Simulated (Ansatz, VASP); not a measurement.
Two plane-wave programs on Pb

File INCAR:

```
SYSTEM = Pb
PREC = Accurate
ENCUT = 500
EDIFF = 1E-7
ISMEAR = -1
SIGMA = 0.05
LREAL = .FALSE.
LASPH = .TRUE.
NELM = 120
ALGO = Normal
ISIF = 3
LWAVE = .FALSE.
LCHARG = .FALSE.
GGA = LIBXC
LIBXC1 = GGA_X_B88
LIBXC2 = GGA_C_PBE
IBRION = 2
NSW = 60
EDIFFG = -0.01
GGA_COMPAT = .FALSE.
NELMIN = 4
```

File KPOINTS:

```
Automatic mesh
0
G
  9 9 9
  0 0 0
```

File POSCAR:

```
Pb
1.0
    0.0000000000      2.4750200000      2.4750200000
    2.4750200000      0.0000000000      2.4750200000
    2.4750200000      2.4750200000      0.0000000000
Pb
1
Direct
    0.0000000000      0.0000000000      0.0000000000
```

File input.yaml:

```yaml
crystal:
  lattice:
    - [0.0, 2.47502, 2.47502]
    - [2.47502, 0.0, 2.47502]
    - [2.47502, 2.47502, 0.0]
  atoms:
    - { symbol: Pb, position: [0.0, 0.0, 0.0] }
hamiltonian:
  xc: { exchange: b88, correlation: pbe }
  pseudopotentials: { kind: paw }
kpoints:
  mp_grid: { grid: [9, 9, 9] }
scf:
  occupations: { method: fermi_dirac, width: 0.05 }
output:
  forces: true
  stress: true
relax:
  f_tol: 0.01
  max_steps: 40
  cell: { stress_tol: 0.05 }
```

Alike in both runs: task relaxation of cell and atoms; functional b88 exchange, pbe correlation; k mesh 9 × 9 × 9; occupations fermi-dirac, width 0.05 eV; no spin polarisation.

```csv
,VASP,Ansatz
version,VASP 6.6.1,Ansatz 0.2.0
potentials or method,"VASP PAW PBE potentials, release 64 (Pb_d)",Ansatz PAW
plane-wave cutoff (eV),500,420
valence electrons in the cell,14,14
```

Ansatz gave:

```
relaxed volume (Å³/atom)                                     : 31.74
relaxed cell length with the largest relative difference (Å) : 3.554
```

Question: What did VASP give for the same quantities?

Answer: Relaxed volume (Å³/atom): 31.70; relaxed cell length with the largest relative difference (Å): 3.552.

VASP's potentials were made for PBE, not for b88 exchange, pbe correlation.

Spin-orbit coupling is off throughout. Noted on Ansatz's run: the plane-wave basis is chosen anew once the cell has moved, so the energies of steps on either side of that aren't comparable.
